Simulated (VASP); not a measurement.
A run of VASP 6.6.1 is set up as follows.

The input INCAR:

```
SYSTEM = Ir
PREC     = Accurate       ! precision mode
ENCUT    = 520            ! plane-wave cutoff, eV
EDIFF    = 1E-7           ! SCF threshold, eV
ISMEAR   = 1              ! smearing method
SIGMA    = 0.1            ! smearing width, eV
LREAL    = .FALSE.        ! projectors in reciprocal space
LASPH    = .TRUE.         ! aspherical terms in the spheres
NELM     = 60             ! most SCF steps
ALGO     = Normal         ! electronic algorithm
ISIF     = 2              ! what is computed and relaxed
LWAVE    = .FALSE.        ! write WAVECAR
LCHARG   = .TRUE.         ! write CHGCAR
GGA      = PS             ! functional
LELF     = .TRUE.         ! ELF
LVHAR    = .TRUE.       
NBANDS   = 16             ! bands
```

File KPOINTS:

```
Automatic mesh
0
G
  8 8 4
  0 0 0
```

Contents of POSCAR:

```
Ir
1.0
    2.7513778900      0.0000000000      0.0000000000
   -1.3756889500      2.3827631500      0.0000000000
    0.0000000000      0.0000000000      4.4622900000
Ir
2
Direct
    0.6666666700      0.3333333300      0.7500000000
    0.3333333300      0.6666666700      0.2500000000
```

Potentials or basis: VASP PAW PBE potentials, release 64 (Ir).

The run is started by

```sh
$ cat potpaw_PBE.64/Ir/POTCAR > POTCAR
$ mpirun -np 1 vasp_std > vasp.out
```

Problem. Predict the pressure.

Solution. -11.4 GPa.

Problem. What does it give for the band gap on the k mesh?

Solution. Zero (band 9 reaches 10.72 eV, above the bottom of band 10 at 7.63 eV).

Stress tensor (GPa, compression positive):
```
 -9.74   0.00   0.00
  0.00  -9.74   0.00
  0.00   0.00 -14.70
```

Caveat: the PAW data sets were made with another functional, which shifts forces and pressure a little; spin-orbit coupling is left out, which moves the levels of the heavy elements.
